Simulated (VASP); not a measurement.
# Au (Fm-3m) in VASP: a series of runs

Runs on Au. Level: PBEsol. Tasks: single point.

Everything below comes from runs of VASP 6.6.1. Logs are shortened: lines on timing, memory, paths and dates and some standing lists are left out, and cuts for length are marked.

**1. The cell of the first run**

It takes space group Fm-3m (No. 225, cubic). Conventional cell: a = 3.968 Å, b = 3.968 Å, c = 3.968 Å, α = 90.00°, β = 90.00°, γ = 90.00°. Au (site symmetry m-3m) has 12 Au at 2.81 Å within 3.7 Å.

**2. Single point, PBEsol (strain -0.030 along x and y, -0.030 along z)**

Input file INCAR:

```
  PREC = Accurate
  ENCUT = 520
  EDIFF = 1E-6
  ISMEAR = 0
  SIGMA = 0.15
  LREAL = False
  LASPH = True
  NELM = 60
  ALGO = Normal
  ISIF = 2
  LWAVE = False
  LCHARG = False
  GGA = PS
  NBANDS = 12
```

Input file KPOINTS:

```
regular mesh
0
Gamma
  20 20 20
```

Input file POSCAR:

```
Au
1.0
    0.0000000000      1.9841350000      1.9841350000
    1.9841350000      0.0000000000      1.9841350000
    1.9841350000      1.9841350000      0.0000000000
Au
1
Direct
    0.0000000000      0.0000000000      0.0000000000
```

Potentials or basis: VASP PAW PBE potentials, release 64 (Au).

Run with:

```bash
cat potpaw_PBE.64/Au/POTCAR > POTCAR
mpirun -np 1 vasp_std > vasp.out
```

OUTCAR:

```text
PREC = Accurate
   ENCUT = 520
   EDIFF = 1E-6
   ISMEAR = 0
   LREAL = False
   LASPH = True
   NELM = 60
   ISIF = 2
   GGA = PS

 ion  position               nearest neighbor table
   1  0.000  0.000  0.000-

  LATTYP: Found a face centered cubic cell.
 ALAT       =     3.9682700000

  Lattice vectors:

 A1 = (   0.0000000000,   1.9841350000,   1.9841350000)
 A2 = (   1.9841350000,   0.0000000000,   1.9841350000)
 A3 = (   1.9841350000,   1.9841350000,   0.0000000000)

Analysis of symmetry for initial positions (statically):
=====================================================================
 Subroutine PRICEL returns:
 Original cell was already a primitive cell.

 Routine SETGRP: Setting up the symmetry group for a
 face centered cubic supercell.

 Subroutine GETGRP returns: Found 48 space group operations
 (whereof 48 operations were pure point group operations)
 out of a pool of 48 trial point group operations.

The static configuration has the point symmetry O_h .

Analysis of symmetry for dynamics (positions and initial velocities):
=====================================================================
 Subroutine PRICEL returns:
 Original cell was already a primitive cell.

 Routine SETGRP: Setting up the symmetry group for a
 face centered cubic supercell.

 Subroutine GETGRP returns: Found 48 space group operations
 (whereof 48 operations were pure point group operations)
 out of a pool of 48 trial point group operations.

The dynamic configuration has the point symmetry O_h .

 Subroutine INISYM returns: Found 48 space group operations
 (whereof 48 operations are pure point group operations),
 and found     1 'primitive' translations

----------------------------------------------------------------------------------------

                                     Primitive cell

  volume of cell :      15.6223

  direct lattice vectors                    reciprocal lattice vectors
     0.000000000  1.984135000  1.984135000    -0.251998982  0.251998982  0.251998982
     1.984135000  0.000000000  1.984135000     0.251998982 -0.251998982  0.251998982
     1.984135000  1.984135000  0.000000000     0.251998982  0.251998982 -0.251998982

  length of vectors
     2.805990627  2.805990627  2.805990627     0.436475040  0.436475040  0.436475040

  position of ions in fractional coordinates (direct lattice)
     0.000000000  0.000000000  0.000000000

  ion indices of the primitive-cell ions
   primitive index   ion index
                 1           1

----------------------------------------------------------------------------------------

 KPOINTS: regular mesh

Automatic generation of k-mesh.
 Grid dimensions read from file:
 generate k-points for:   20   20   20

 Generating k-lattice:

  Cartesian coordinates                     Fractional coordinates (reciprocal lattice)
    -0.012599949  0.012599949  0.012599949     0.050000000  0.000000000  0.000000000
     0.012599949 -0.012599949  0.012599949     0.000000000  0.050000000  0.000000000
     0.012599949  0.012599949 -0.012599949     0.000000000  0.000000000  0.050000000

  Length of vectors
     0.021823752  0.021823752  0.021823752

  Shift w.r.t. Gamma in fractional coordinates (k-lattice)
     0.000000000  0.000000000  0.000000000

 Subroutine IBZKPT returns following result:
 ===========================================

 Found    256 irreducible k-points:

 Following reciprocal coordinates:
            Coordinates               Weight
  0.000000  0.000000  0.000000      1.000000
  0.050000  0.000000  0.000000      8.000000
  0.100000  0.000000  0.000000      8.000000
  0.150000  0.000000  0.000000      8.000000
  0.200000  0.000000  0.000000      8.000000
  0.250000  0.000000  0.000000      8.000000
[... 16 lines left out ...]
 -0.400000  0.050000  0.000000     24.000000
 -0.350000  0.050000  0.000000     24.000000
 [... further k-points ...]
   k-points           NKPTS =    256   k-points in BZ     NKDIM =    256   number of bands    NBANDS=     12
   number of dos      NEDOS =    301   number of ions     NIONS =      1
   total plane-waves  NPLWV =  13824
   dimension x,y,z NGX =    24 NGY =   24 NGZ =   24
   dimension x,y,z NGXF=    48 NGYF=   48 NGZF=   48
   ions per type =               1
   NGX,Y,Z   is equivalent  to a cutoff of  14.22, 14.22, 14.22 a.u.
   NGXF,Y,Z  is equivalent  to a cutoff of  28.44, 28.44, 28.44 a.u.
 SYSTEM =  unknown system
   PREC   = accura    normal or accurate (medium, high low for compatibility)
   ISTART =      0    job   : 0-new  1-cont  2-samecut
   ICHARG =      2    charge: 1-file 2-atom 10-const
   ISPIN  =      1    spin polarized calculation?
   LNONCOLLINEAR =      F non collinear calculations
   LSORBIT =      F    spin-orbit coupling
   LASPH  =      T    aspherical Exc in radial PAW
   ENCUT  =  520.0 eV  38.22 Ry    6.18 a.u.   5.22  5.22  5.22*2*pi/ulx,y,z
   NELM   =     60;   NELMIN=  2; NELMDL= -5     # of ELM steps
   EDIFF  = 0.1E-05   stopping-criterion for ELM
   LREAL  =      F    real-space projection
   EDIFFG = 0.1E-04   stopping-criterion for IOM
   NSW    =      0    number of steps for IOM
   IBRION =     -1    ionic relax: 0-MD 1-quasi-New 2-CG
   NFREE  =      0    steps in history (QN), initial steepest desc. (CG)
   ISIF   =      2    stress and relaxation
   ISYM   =      2    0-nonsym 1-usesym 2-fastsym
   POTIM  = 0.5000    time-step for ionic-motion
   TEBEG  =    0.0;   TEEND  =   0.0 temperature during run
   PSTRESS=    0.0 pullay stress
   NELECT =      11.0000    total number of electrons
   NUPDOWN=      -1.0000    fix difference up-down
   EMIN   =  10.00;   EMAX   =-10.00  energy-range for DOS
   EFERMI =   0.00;   METHOD = LEGACY
   ISMEAR =     0;   SIGMA  =   0.15  broadening in eV -4-tet -1-fermi 0-gaus
   EFERMI_NEDOS =   21; number of points for ismear=-14 and -15
   IALGO  =     38    algorithm
   IMIX   =      4    mixing-type and parameters
     AMIX     =   0.40;   BMIX     =  1.00
     AMIX_MAG =   1.60;   BMIX_MAG =  1.00
  volume/ion in A,a.u.               =      15.62       105.42
  Fermi-wavevector in a.u.,A,eV,Ry     =   1.456435  2.752264 28.860727  2.121204
  Thomas-Fermi vector in A             =   2.573354
   LORBIT       =      0    0 simple, 1 ext, 2 COOP (PROOUT), +10 PAW based schemes
   GGA     = PS    functional components
   LHFCALC =     F    Hartree Fock is set to
   AEXX    =    0.0000 exact exchange contribution
   IVDW    =     0    specifies the selected vdW correction
   LEPSILON=     F    determine dielectric tensor
   LRPA    =     F    only Hartree local field effects (RPA)
 non-spin polarized calculation
 Gauss-broadening in eV      SIGMA  =   0.15
  energy-cutoff  :      520.00
  volume of cell :       15.62
 maximum number of plane-waves:       444
 NGX is ok and might be reduce to    24
   NGX = 11   NGY = 11   NGZ = 11

 number of electron      11.0000002 magnetization

 Free energy of the ion-electron system (eV)
  ---------------------------------------------------
  ext. energy  EPLUGINS =         0.00000000
  ---------------------------------------------------
  free energy    TOTEN  =        -3.85176513 eV

  energy without entropy =       -3.84845670  energy(sigma->0) =       -3.85011092

 E-fermi :  10.8091     XC(G=0): -13.4051

 val. band max:       10.7730221546   @ k =   0.5000   0.3000   0.1500
 cond. band min:      10.8520654688   @ k =   0.5000   0.2500   0.1000
 fundamental gap:      0.0790433141
 Fermi energy:        10.8090813763

 k-point     1 :       0.0000    0.0000    0.0000
  band No.  band energies     occupation
      1      -0.0810      2.00000
      2       5.6229      2.00000
      3       5.6229      2.00000
      4       5.6229      2.00000
      5       7.4044      2.00000
      6       7.4044      2.00000
      7      25.1454      0.00000
      8      29.6448      0.00000
      9      29.6448      0.00000
     10      29.6448      0.00000
     11      34.8031      0.00000
     12      40.5254      0.00000

 k-point     2 :       0.0500    0.0000    0.0000
  band No.  band energies     occupation
      1       0.0139      2.00000
      2       5.5876      2.00000
      3       5.6580      2.00000
      4       5.6580      2.00000
      5       7.3869      2.00000
      6       7.3869      2.00000
      7      25.2739      0.00000
      8      29.0527      0.00000
      9      29.7730      0.00000
     10      29.7730      0.00000
     11      35.3869      0.00000
     12      39.2158      0.00000

 k-point     3 :       0.1000    0.0000    0.0000
  band No.  band energies     occupation
      1       0.2924      2.00000
      2       5.4943      2.00000
      3       5.7524      2.00000
      4       5.7524      2.00000
      5       7.3471      2.00000
      6       7.3471      2.00000
      7      25.6172      0.00000
      8      27.7591      0.00000
      9      30.1446      0.00000
     10      30.1446      0.00000
     11      35.8884      0.00000
     12      38.1980      0.00000
[... 286 lines left out ...]
 k-point    23 :      -0.4000    0.0500    0.0000
  band No.  band energies     occupation
      1       2.6946      2.00000
      2       5.6002      2.00000
      3       5.6815      2.00000
      4       7.6170      2.00000
      5       8.4747      2.00000
      6       9.2389      2.00000
      7      16.0773      0.00000
      8      24.9691      0.00000
      9      28.3011      0.00000
     10      29.3785      0.00000
     11      36.0306      0.00000
     12      36.7491      0.00000

 k-point    24 :      -0.3500    0.0500    0.0000
  band No.  band energies     occupation
      1       2.6495      2.00000
      2       5.6945      2.00000
      3       5.7661      2.00000
      4       6.7514      2.00000
      5       8.1442      2.00000
      6       8.7427      2.00000
      7      17.9152      0.00000
      8      25.3571      0.00000
      9      28.8078      0.00000
     10      30.4323      0.00000
     11      34.8642      0.00000
     12      36.0344      0.00000

 [... further k-points ...]

------------------------ aborting loop because EDIFF is reached ----------------------------------------

  FORCE on cell =-STRESS in cart. coord.  units (eV):
  Direction    XX          YY          ZZ          XY          YZ          ZX
  --------------------------------------------------------------------------------------
  -------------------------------------------------------------------------------------
  Total        1.8256693      1.8256693      1.8256693      0.0000000      0.0000000     -0.0000000
  in kB      187.2358662    187.2358662    187.2358662      0.0000000      0.0000000     -0.0000000
  external PRESSURE =     187.2358662 kB  Pullay stress =       0.0000000 kB

 VOLUME and BASIS-vectors are now :
 -----------------------------------------------------------------------------
  energy-cutoff  :      520.00
  volume of cell :       15.62
      direct lattice vectors                 reciprocal lattice vectors
     0.000000000  1.984135000  1.984135000    -0.251998982  0.251998982  0.251998982
     1.984135000  0.000000000  1.984135000     0.251998982 -0.251998982  0.251998982
     1.984135000  1.984135000  0.000000000     0.251998982  0.251998982 -0.251998982

 POSITION                                       TOTAL-FORCE (eV/Angst)
 -----------------------------------------------------------------------------------
      0.00000      0.00000      0.00000        -0.000000     -0.000000     -0.000000
 -----------------------------------------------------------------------------------
    total drift:                               -0.000000      0.000000      0.000000

  FREE ENERGIE OF THE ION-ELECTRON SYSTEM (eV)
  ---------------------------------------------------
  free  energy   TOTEN  =        -3.8517651306 eV

  energy  without entropy=       -3.8484567037  energy(sigma->0) =       -3.85011092
```

Run time: 23 s. Hardware: 1 thread of Intel Xeon Platinum 8488C (Sapphire Rapids), shared host; peak memory 0.18 GiB.

What came out:

```yaml
Free_energy: -3.8518 eV
Pressure: 18.7 GPa
```

Levels at points of the mesh, in eV from the Fermi level:
```
           k point  band 3  band 4  band 5  band 6  band 7  band 8  band 9  band 10
(0.00, 0.00, 0.00)   -5.19   -5.19   -3.40   -3.40   14.34   18.84   18.84    18.84
(0.50, 0.00, 0.00)   -5.23   -2.00   -2.00   -1.45    3.55   13.80   17.73    17.73
(0.50, 0.50, 0.00)   -2.05   -1.63   -1.63    0.70    6.49   10.19   10.19    18.14
```

Caveat: the cell differs from its parent crystal (strain -0.030 along x and y, -0.030 along z); the PAW data sets were made with another functional, which shifts forces and pressure a little; spin-orbit coupling is left out, which moves the levels of the heavy elements.

**3. Single point, PBEsol (strain -0.015 along x and y, -0.015 along z)**

Input file INCAR:

```
SYSTEM = Au
PREC = Accurate
ENCUT = 520
EDIFF = 1E-7
ISMEAR = 0
SIGMA = 0.15
LREAL = .False.
LASPH = .True.
NELM = 60
ALGO = Normal
ISIF = 2
LWAVE = .False.
LCHARG = .True.
GGA = PS
LELF = .True.
LVHAR = .True.
NBANDS = 12
```

Input file KPOINTS:

```
Automatic mesh
0
Gamma
  20 20 20
  0 0 0
```

Input file POSCAR:

```
Au
1.0
    0.0000000000      2.0148175000      2.0148175000
    2.0148175000      0.0000000000      2.0148175000
    2.0148175000      2.0148175000      0.0000000000
Au
1
Direct
    0.0000000000      0.0000000000      0.0000000000
```

Potentials or basis: VASP PAW PBE potentials, release 64 (Au).

Run with:

```bash
cat potpaw_PBE.64/Au/POTCAR > POTCAR
mpirun -np 1 vasp_std > vasp.out
```

OUTCAR:

```text
SYSTEM = Au
   PREC = Accurate
   ENCUT = 520
   EDIFF = 1E-7
   ISMEAR = 0
   LREAL = .False.
   LASPH = .True.
   NELM = 60
   ISIF = 2
   GGA = PS

 ion  position               nearest neighbor table
   1  0.000  0.000  0.000-

  LATTYP: Found a face centered cubic cell.
 ALAT       =     4.0296350000

  Lattice vectors:

 A1 = (   0.0000000000,   2.0148175000,   2.0148175000)
 A2 = (   2.0148175000,   0.0000000000,   2.0148175000)
 A3 = (   2.0148175000,   2.0148175000,   0.0000000000)

Analysis of symmetry for initial positions (statically):
=====================================================================
 Subroutine PRICEL returns:
 Original cell was already a primitive cell.

 Routine SETGRP: Setting up the symmetry group for a
 face centered cubic supercell.

 Subroutine GETGRP returns: Found 48 space group operations
 (whereof 48 operations were pure point group operations)
 out of a pool of 48 trial point group operations.

The static configuration has the point symmetry O_h .

Analysis of symmetry for dynamics (positions and initial velocities):
=====================================================================
 Subroutine PRICEL returns:
 Original cell was already a primitive cell.

 Routine SETGRP: Setting up the symmetry group for a
 face centered cubic supercell.

 Subroutine GETGRP returns: Found 48 space group operations
 (whereof 48 operations were pure point group operations)
 out of a pool of 48 trial point group operations.

The dynamic configuration has the point symmetry O_h .

 Subroutine INISYM returns: Found 48 space group operations
 (whereof 48 operations are pure point group operations),
 and found     1 'primitive' translations

----------------------------------------------------------------------------------------

                                     Primitive cell

  volume of cell :      16.3583

  direct lattice vectors                    reciprocal lattice vectors
     0.000000000  2.014817500  2.014817500    -0.248161434  0.248161434  0.248161434
     2.014817500  0.000000000  2.014817500     0.248161434 -0.248161434  0.248161434
[... 113 lines left out ...]
   LRPA    =     F    only Hartree local field effects (RPA)
 non-spin polarized calculation
 Gauss-broadening in eV      SIGMA  =   0.15
  energy-cutoff  :      520.00
  volume of cell :       16.36
 maximum number of plane-waves:       459
 NGX is ok and might be reduce to    24
   NGX = 11   NGY = 11   NGZ = 11

 number of electron      10.9999999 magnetization

 Free energy of the ion-electron system (eV)
  ---------------------------------------------------
  ext. energy  EPLUGINS =         0.00000000
  ---------------------------------------------------
  free energy    TOTEN  =        -3.91125694 eV

  energy without entropy =       -3.90803283  energy(sigma->0) =       -3.90964488

 E-fermi :   9.9637     XC(G=0): -13.1282

 val. band max:        9.9602646706   @ k =   0.5000   0.1000   0.0000
 cond. band min:       9.9823163104   @ k =   0.5000   0.2500   0.1000
 fundamental gap:      0.0220516398
 Fermi energy:         9.9637141986

 k-point     1 :       0.0000    0.0000    0.0000
  band No.  band energies     occupation
      1      -0.3870      2.00000
      2       5.0710      2.00000
      3       5.0710      2.00000
      4       5.0710      2.00000
      5       6.7150      2.00000
      6       6.7150      2.00000
      7      24.4141      0.00000
      8      28.6453      0.00000
      9      28.6453      0.00000
     10      28.6453      0.00000
     11      33.6458      0.00000
     12      38.7844      0.00000
[... 331 lines left out ...]
 k-point    24 :      -0.3500    0.0500    0.0000
  band No.  band energies     occupation
      1       2.2715      2.00000
      2       5.1413      2.00000
      3       5.2074      2.00000
      4       6.1701      2.00000
      5       7.4035      2.00000
      6       7.9673      2.00000
      7      16.8072      0.00000
      8      24.5511      0.00000
      9      27.5560      0.00000
     10      29.1499      0.00000
     11      33.5867      0.00000
     12      34.6065      0.00000

 [... further k-points ...]

------------------------ aborting loop because EDIFF is reached ----------------------------------------

  FORCE on cell =-STRESS in cart. coord.  units (eV):
  Direction    XX          YY          ZZ          XY          YZ          ZX
  --------------------------------------------------------------------------------------
  -------------------------------------------------------------------------------------
  Total        0.7588752      0.7588752      0.7588752     -0.0000000      0.0000000      0.0000000
  in kB       74.3265203     74.3265203     74.3265203     -0.0000000      0.0000000      0.0000000
  external PRESSURE =      74.3265203 kB  Pullay stress =       0.0000000 kB

 VOLUME and BASIS-vectors are now :
 -----------------------------------------------------------------------------
  energy-cutoff  :      520.00
  volume of cell :       16.36
      direct lattice vectors                 reciprocal lattice vectors
     0.000000000  2.014817500  2.014817500    -0.248161434  0.248161434  0.248161434
     2.014817500  0.000000000  2.014817500     0.248161434 -0.248161434  0.248161434
     2.014817500  2.014817500  0.000000000     0.248161434  0.248161434 -0.248161434

 POSITION                                       TOTAL-FORCE (eV/Angst)
 -----------------------------------------------------------------------------------
      0.00000      0.00000      0.00000         0.000000      0.000000      0.000000
 -----------------------------------------------------------------------------------
    total drift:                               -0.000000      0.000000     -0.000000

  FREE ENERGIE OF THE ION-ELECTRON SYSTEM (eV)
  ---------------------------------------------------
  free  energy   TOTEN  =        -3.9112569357 eV

  energy  without entropy=       -3.9080328331  energy(sigma->0) =       -3.90964488
```

OSZICAR:

```text
N       E                     dE             d eps       ncg     rms          rms(c)
DAV:   1     0.493880456106E+02    0.49388E+02   -0.56162E+03  6352   0.822E+02
DAV:   2    -0.356509675130E+01   -0.52953E+02   -0.50086E+02  7288   0.189E+02
DAV:   3    -0.424814116421E+01   -0.68304E+00   -0.68223E+00  7388   0.208E+01
DAV:   4    -0.425032727966E+01   -0.21861E-02   -0.21860E-02  7396   0.135E+00
DAV:   5    -0.425034231796E+01   -0.15038E-04   -0.15039E-04  7528   0.106E-01    0.109E+01
DAV:   6    -0.394066680198E+01    0.30968E+00   -0.78816E-01  6668   0.723E+00    0.662E+00
DAV:   7    -0.391450578398E+01    0.26161E-01   -0.85850E-02  7272   0.236E+00    0.297E+00
DAV:   8    -0.391127441771E+01    0.32314E-02   -0.27294E-03  6888   0.491E-01    0.333E-01
DAV:   9    -0.391125392004E+01    0.20498E-04   -0.18645E-05  7432   0.400E-02    0.110E-02
DAV:  10    -0.391125688309E+01   -0.29630E-05   -0.12183E-06  7428   0.812E-03    0.930E-04
DAV:  11    -0.391125693570E+01   -0.52608E-07   -0.53034E-08  5172   0.195E-03
   1 F= -.39112569E+01 E0= -.39096449E+01  d E =-.322410E-02
```

It took 24 s on 1 thread of Intel Xeon Platinum 8488C (Sapphire Rapids), shared host; peak memory 0.18 GiB.

Results:

```
Free energy : -3.9113 eV
Pressure    : 7.4 GPa
```

Caveat: the cell differs from its parent crystal (strain -0.015 along x and y, -0.015 along z); the PAW data sets were made with another functional, which shifts forces and pressure a little; spin-orbit coupling is left out, which moves the levels of the heavy elements.

[end of part 1 of 2]
